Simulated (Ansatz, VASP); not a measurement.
Two plane-wave programs on PbS

```
CELL_PARAMETERS angstrom
2.96428 -2.85636 0.00278
3.01097 2.90301 -0.02247
-2.17499 -0.11034 21.73815
ATOMIC_POSITIONS crystal
Pb 0.72805 0.72625 0.93727
Pb 0.27412 0.27238 0.06281
S 0.26408 0.21400 0.94601
S 0.77435 0.74678 0.05391
```

Change from the starting cell: all atoms moved at random, cell strained at random.

Alike in both runs: task single point; functional PBEsol; k mesh 6 × 6 × 2; occupations gaussian, width 0.02 eV; no spin polarisation.

|  | VASP | Ansatz |
| --- | --- | --- |
| version | VASP 6.6.1 | Ansatz 0.2.0 |
| potentials or method | VASP PAW PBE potentials, release 64 (Pb_d, S), cutoff 520 eV | scalar-relativistic, plane waves, PAW |
| valence electrons in the cell | 40 | 40 |

```tsv
	VASP	Ansatz	Ansatz less VASP
gap on the k mesh at the Fermi level (eV)	2.01	2.01	-0.003
least direct gap on the mesh (eV)	2.07	2.06	-0.003
rms of the force components (eV/Å)	0.484	0.485	+0.0014
```

VASP's potentials were made for PBE, not for PBEsol. Atom by atom the forces differ by 0.003 eV/Å (rms over components).

Spin-orbit coupling is off throughout.
